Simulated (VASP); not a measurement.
# Pt2Se4N in VASP: single point with PBE

Aim: the single point of Pt2Se4N with PBE.

Program: VASP 6.6.1. These are calculated values, not measurements. Logs are shortened: lines on timing, memory, paths and dates and some standing lists are left out, and cuts for length are marked.

### Step 1. The cell of the first run

The cell holds a slab with vacuum, 14 atoms: a = 7.448 Å, b = 7.448 Å, c = 21.631 Å, α = 90.00°, β = 90.00°, γ = 120.00°.

### Step 2. Single point, PBE

INCAR reads:

```
SYSTEM = Pt2Se4N
PREC = Accurate
ENCUT = 520
EDIFF = 1E-6
ISMEAR = -1
SIGMA = 0.05
LREAL = .False.
LASPH = .True.
NELM = 100
ALGO = Normal
ISIF = 2
LWAVE = .False.
LCHARG = .False.
LDIPOL = .True.
IDIPOL = 3
DIPOL = 0.5 0.5 0.459
GGA = PE
NBANDS = 62
```

KPOINTS reads:

```
Automatic mesh
0
Gamma
  4 4 1
  0 0 0
```

POSCAR reads:

```
Pt2Se4N
1.0
    7.4480012092      0.0000000000      0.0000000000
   -3.7240006046      6.4501582546      0.0000000000
    0.0000000000      0.0000000000     21.6310000000
Se Pt N
8 4 2
Direct
    0.3333333334      0.1666666667      0.3698395821
    0.3333333334      0.6666666667      0.3698395821
    0.8333333334      0.1666666667      0.3698395821
    0.8333333334      0.6666666667      0.3698395821
    0.1666666667      0.3333333333      0.4868475799
    0.1666666666      0.8333333333      0.4868475799
    0.6666666667      0.3333333333      0.4868475799
    0.6666666666      0.8333333333      0.4868475799
    0.0000000000      0.0000000000      0.4283435810
    0.0000000000      0.5000000000      0.4283435810
    0.5000000000      0.0000000000      0.4283435810
    0.5000000000      0.5000000000      0.4283435810
    0.6666666666      0.8333333333      0.6172160325
    0.6666666666      0.8333333333      0.6680689751
```

Potentials or basis: VASP PAW PBE potentials, release 64 (Se, Pt, N).

Started as:

```sh
$ cat potpaw_PBE.64/Se/POTCAR potpaw_PBE.64/Pt/POTCAR potpaw_PBE.64/N/POTCAR > POTCAR
$ mpirun -np 1 vasp_std > vasp.out
```

OUTCAR:

```text
SYSTEM = Pt2Se4N
   PREC = Accurate
   ENCUT = 520
   EDIFF = 1E-6
   ISMEAR = -1
   LREAL = .False.
   LASPH = .True.
   NELM = 100
   ISIF = 2
   GGA = PE

 ion  position               nearest neighbor table
   1  0.333  0.167  0.370-  11 2.49  12 2.49   9 2.49
   2  0.333  0.667  0.370-  12 2.49  11 2.49  10 2.49
   3  0.833  0.167  0.370-   9 2.49  10 2.49  11 2.49
   4  0.833  0.667  0.370-  10 2.49   9 2.49  12 2.49
   5  0.167  0.333  0.487-  12 2.49   9 2.49  10 2.49
   6  0.167  0.833  0.487-   9 2.49  10 2.49  11 2.49
   7  0.667  0.333  0.487-  10 2.49  11 2.49  12 2.49
   8  0.667  0.833  0.487-  11 2.49  12 2.49   9 2.49
   9  0.000  0.000  0.428-   3 2.49   6 2.49   5 2.49   4 2.49   1 2.49   8 2.49
  10  0.000  0.500  0.428-   7 2.49   4 2.49   6 2.49   3 2.49   2 2.49   5 2.49
  11  0.500  0.000  0.428-   1 2.49   8 2.49   7 2.49   2 2.49   3 2.49   6 2.49
  12  0.500  0.500  0.428-   5 2.49   2 2.49   1 2.49   8 2.49   4 2.49   7 2.49
  13  0.667  0.833  0.617-  14 1.10
  14  0.667  0.833  0.668-  13 1.10

  LATTYP: Found a hexagonal cell.
 ALAT       =     7.4480012092
 C/A-ratio  =     2.9042691311

  Lattice vectors:

 A1 = (   7.4480012092,   0.0000000000,   0.0000000000)
 A2 = (  -3.7240006046,   6.4501582546,   0.0000000000)
 A3 = (   0.0000000000,   0.0000000000,  21.6310000000)

Analysis of symmetry for initial positions (statically):
=====================================================================
 Subroutine PRICEL returns:
 Original cell was already a primitive cell.

 Routine SETGRP: Setting up the symmetry group for a
 hexagonal supercell.

 Subroutine GETGRP returns: Found  6 space group operations
 (whereof  2 operations were pure point group operations)
 out of a pool of 24 trial point group operations.

The static configuration has the point symmetry C_1h.
 The point group associated with its full space group is C_3v.

Analysis of symmetry for dynamics (positions and initial velocities):
=====================================================================
 Subroutine PRICEL returns:
 Original cell was already a primitive cell.

 Routine SETGRP: Setting up the symmetry group for a
 hexagonal supercell.

 Subroutine GETGRP returns: Found  6 space group operations
 (whereof  2 operations were pure point group operations)
 out of a pool of 24 trial point group operations.

The dynamic configuration has the point symmetry C_1h.
 The point group associated with its full space group is C_3v.

 Subroutine INISYM returns: Found  6 space group operations
 (whereof  2 operations are pure point group operations),
 and found     1 'primitive' translations

----------------------------------------------------------------------------------------

                                     Primitive cell

  volume of cell :    1039.1703

  direct lattice vectors                    reciprocal lattice vectors
     7.448001209  0.000000000  0.000000000     0.134264210  0.077517478  0.000000000
    -3.724000605  6.450158255  0.000000000     0.000000000  0.155034956  0.000000000
     0.000000000  0.000000000 21.631000000     0.000000000  0.000000000  0.046229948

  length of vectors
     7.448001209  7.448001209 21.631000000     0.155034956  0.155034956  0.046229948

  position of ions in fractional coordinates (direct lattice)
     0.333333333  0.166666667  0.369839582
     0.333333333  0.666666667  0.369839582
     0.833333333  0.166666667  0.369839582
     0.833333333  0.666666667  0.369839582
     0.166666667  0.333333333  0.486847580
     0.166666667  0.833333333  0.486847580
     0.666666667  0.333333333  0.486847580
     0.666666667  0.833333333  0.486847580
     0.000000000  0.000000000  0.428343581
     0.000000000  0.500000000  0.428343581
     0.500000000  0.000000000  0.428343581
     0.500000000  0.500000000  0.428343581
     0.666666667  0.833333333  0.617216032
     0.666666667  0.833333333  0.668068975

  ion indices of the primitive-cell ions
   primitive index   ion index
                 1           1
                 2           2
                 3           3
                 4           4
                 5           5
                 6           6
                 7           7
                 8           8
                 9           9
                10          10
                11          11
                12          12
                13          13
                14          14

----------------------------------------------------------------------------------------

 KPOINTS: Automatic mesh

Automatic generation of k-mesh.
 Grid dimensions read from file:
 generate k-points for:    4    4    1

 Generating k-lattice:

  Cartesian coordinates                     Fractional coordinates (reciprocal lattice)
     0.033566053  0.019379369  0.000000000     0.250000000  0.000000000  0.000000000
     0.000000000  0.038758739  0.000000000     0.000000000  0.250000000  0.000000000
     0.000000000  0.000000000  0.046229948     0.000000000  0.000000000  1.000000000

  Length of vectors
     0.038758739  0.038758739  0.046229948

  Shift w.r.t. Gamma in fractional coordinates (k-lattice)
     0.000000000  0.000000000  0.000000000

 Subroutine IBZKPT returns following result:
 ===========================================

 Found      4 irreducible k-points:

 Following reciprocal coordinates:
            Coordinates               Weight
  0.000000  0.000000  0.000000      1.000000
  0.250000  0.000000  0.000000      6.000000
  0.500000  0.000000  0.000000      3.000000
  0.250000  0.250000  0.000000      6.000000
   k-points           NKPTS =      4   k-points in BZ     NKDIM =      4   number of bands    NBANDS=     62
   number of dos      NEDOS =    301   number of ions     NIONS =     14
   total plane-waves  NPLWV = 508032
   dimension x,y,z NGX =    56 NGY =   56 NGZ =  162
   dimension x,y,z NGXF=   112 NGYF=  112 NGZF=  324
   ions per type =               8   4   2
   NGX,Y,Z   is equivalent  to a cutoff of  12.50, 12.50, 12.45 a.u.
   NGXF,Y,Z  is equivalent  to a cutoff of  25.00, 25.00, 24.90 a.u.
 SYSTEM =  Pt2Se4N
   PREC   = accura    normal or accurate (medium, high low for compatibility)
   ISTART =      0    job   : 0-new  1-cont  2-samecut
   ICHARG =      2    charge: 1-file 2-atom 10-const
   ISPIN  =      1    spin polarized calculation?
   LNONCOLLINEAR =      F non collinear calculations
   LSORBIT =      F    spin-orbit coupling
   LASPH  =      T    aspherical Exc in radial PAW
   ENCUT  =  520.0 eV  38.22 Ry    6.18 a.u.  13.85 13.85 40.22*2*pi/ulx,y,z
   NELM   =    100;   NELMIN=  2; NELMDL= -5     # of ELM steps
   EDIFF  = 0.1E-05   stopping-criterion for ELM
   LREAL  =      F    real-space projection
   EDIFFG = 0.1E-04   stopping-criterion for IOM
   NSW    =      0    number of steps for IOM
   IBRION =     -1    ionic relax: 0-MD 1-quasi-New 2-CG
   NFREE  =      0    steps in history (QN), initial steepest desc. (CG)
   ISIF   =      2    stress and relaxation
   ISYM   =      2    0-nonsym 1-usesym 2-fastsym
   POTIM  = 0.5000    time-step for ionic-motion
   TEBEG  =    0.0;   TEEND  =   0.0 temperature during run
   PSTRESS=    0.0 pullay stress
   NELECT =      98.0000    total number of electrons
   NUPDOWN=      -1.0000    fix difference up-down
   EMIN   =  10.00;   EMAX   =-10.00  energy-range for DOS
   EFERMI =   0.00;   METHOD = LEGACY
   ISMEAR =    -1;   SIGMA  =   0.05  broadening in eV -4-tet -1-fermi 0-gaus
   EFERMI_NEDOS =   21; number of points for ismear=-14 and -15
   IALGO  =     38    algorithm
   IMIX   =      4    mixing-type and parameters
     AMIX     =   0.40;   BMIX     =  1.00
     AMIX_MAG =   1.60;   BMIX_MAG =  1.00
  volume/ion in A,a.u.               =      74.23       500.90
  Fermi-wavevector in a.u.,A,eV,Ry     =   0.745169  1.408165  7.554995  0.555276
  Thomas-Fermi vector in A             =   1.840692
   LORBIT       =      0    0 simple, 1 ext, 2 COOP (PROOUT), +10 PAW based schemes
   GGA     = PE    functional components
   LHFCALC =     F    Hartree Fock is set to
   AEXX    =    0.0000 exact exchange contribution
   IVDW    =     0    specifies the selected vdW correction
   LEPSILON=     F    determine dielectric tensor
   LRPA    =     F    only Hartree local field effects (RPA)
 non-spin polarized calculation
  energy-cutoff  :      520.00
  volume of cell :     1039.17
 maximum number of plane-waves:     27990
 NGX is ok and might be reduce to    56
   NGX = 27   NGY = 27   NGZ = 81

 dipolmoment           0.000000      0.000000      0.008092 electrons x Angstroem

 number of electron      97.9999991 magnetization

 dipolmoment           0.000000      0.000000     -0.050677 electrons x Angstroem

 Free energy of the ion-electron system (eV)
  ---------------------------------------------------
  ext. energy  EPLUGINS =         0.00000000
  ---------------------------------------------------
  free energy    TOTEN  =       -73.36531192 eV

  energy without entropy =      -73.36531042  energy(sigma->0) =      -73.36531117

 E-fermi :  -2.1069     XC(G=0):  -3.3920

 val. band max:       -2.7920290370   @ k =   0.2500   0.2500   0.0000
 cond. band min:      -1.4487521733   @ k =   0.5000   0.0000   0.0000
 fundamental gap:      1.3432768637
 Fermi energy:        -2.1068872091

 k-point     1 :       0.0000    0.0000    0.0000
  band No.  band energies     occupation
      1     -25.8703      2.00000
      2     -17.0774      2.00000
      3     -15.5326      2.00000
      4     -15.5326      2.00000
      5     -15.5308      2.00000
      6     -15.3483      2.00000
[... 245 lines left out ...]
     60       2.6150      0.00000
     61       2.8618      0.00000
 [bands above 61 left out]

------------------------ aborting loop because EDIFF is reached ----------------------------------------

 vacuum level on the upper side and lower side of the slab       (xc-potential included)        -0.097         0.089

  FORCE on cell =-STRESS in cart. coord.  units (eV):
  Direction    XX          YY          ZZ          XY          YZ          ZX
  --------------------------------------------------------------------------------------
  -------------------------------------------------------------------------------------
  Total        7.6016240      7.6016240     11.9716787      0.0000000      0.0000000      0.0000000
  in kB       11.7200716     11.7200716     18.4577573      0.0000000      0.0000000      0.0000000
  external PRESSURE =      13.9659668 kB  Pullay stress =       0.0000000 kB

 VOLUME and BASIS-vectors are now :
 -----------------------------------------------------------------------------
  energy-cutoff  :      520.00
  volume of cell :     1039.17
      direct lattice vectors                 reciprocal lattice vectors
     7.448001209  0.000000000  0.000000000     0.134264210  0.077517478  0.000000000
    -3.724000605  6.450158255  0.000000000     0.000000000  0.155034956  0.000000000
     0.000000000  0.000000000 21.631000000     0.000000000  0.000000000  0.046229948

 POSITION                                       TOTAL-FORCE (eV/Angst)
 -----------------------------------------------------------------------------------
      1.86200      1.07503      8.00000         0.000000      0.000000     -0.720634
      0.00000      4.30011      8.00000         0.011760      0.006790     -0.655008
      5.58600      1.07503      8.00000         0.000000     -0.013579     -0.655008
      3.72400      4.30011      8.00000        -0.011760      0.006790     -0.655008
      0.00000      2.15005     10.53100        -0.011260      0.006501      0.669327
     -1.86200      5.37513     10.53100        -0.000000     -0.013002      0.669327
      3.72400      2.15005     10.53100         0.011260      0.006501      0.669327
      1.86200      5.37513     10.53100         0.000000      0.000000     -0.132156
      0.00000      0.00000      9.26550        -0.033713     -0.019464     -0.047605
     -1.86200      3.22508      9.26550         0.000000      0.000000      0.004245
      3.72400      0.00000      9.26550         0.033713     -0.019464     -0.047605
      1.86200      3.22508      9.26550        -0.000000      0.038929     -0.047605
      1.86200      5.37513     13.35100         0.000000      0.000000     -1.298393
      1.86200      5.37513     14.45100         0.000000      0.000000      2.246797
 -----------------------------------------------------------------------------------
    total drift:                               -0.000002     -0.000001     -0.002153

  FREE ENERGIE OF THE ION-ELECTRON SYSTEM (eV)
  ---------------------------------------------------
  free  energy   TOTEN  =       -73.3653119235 eV

  energy  without entropy=      -73.3653104155  energy(sigma->0) =      -73.36531117

 vacuum level on the upper side and lower side of the slab         2.666         2.857
```

Wall time 18 min (1 thread of Oxide Virtual Turin-like, shared host); peak memory 1 GiB.

What came out:

```
Free energy            : -73.3653 eV
Largest force          : 2.247 eV/Å
Band gap on the k mesh : 1.34 eV, indirect (least direct gap 1.45 eV)
```

Forces in eV/Å, atoms in the order of the input:
```
Se   0.000  0.000 -0.721
Se   0.012  0.007 -0.655
Se   0.000 -0.014 -0.655
Se  -0.012  0.007 -0.655
Se  -0.011  0.007  0.669
Se   0.000 -0.013  0.669
Se   0.011  0.007  0.669
Se   0.000  0.000 -0.132
Pt  -0.034 -0.019 -0.048
Pt   0.000  0.000  0.004
Pt   0.034 -0.019 -0.048
Pt   0.000  0.039 -0.048
N    0.000  0.000 -1.298
N    0.000  0.000  2.247
```

Caveat: the standard files for N, O and F lose accuracy on very short bonds; spin-orbit coupling is left out, which moves the levels of the heavy elements.
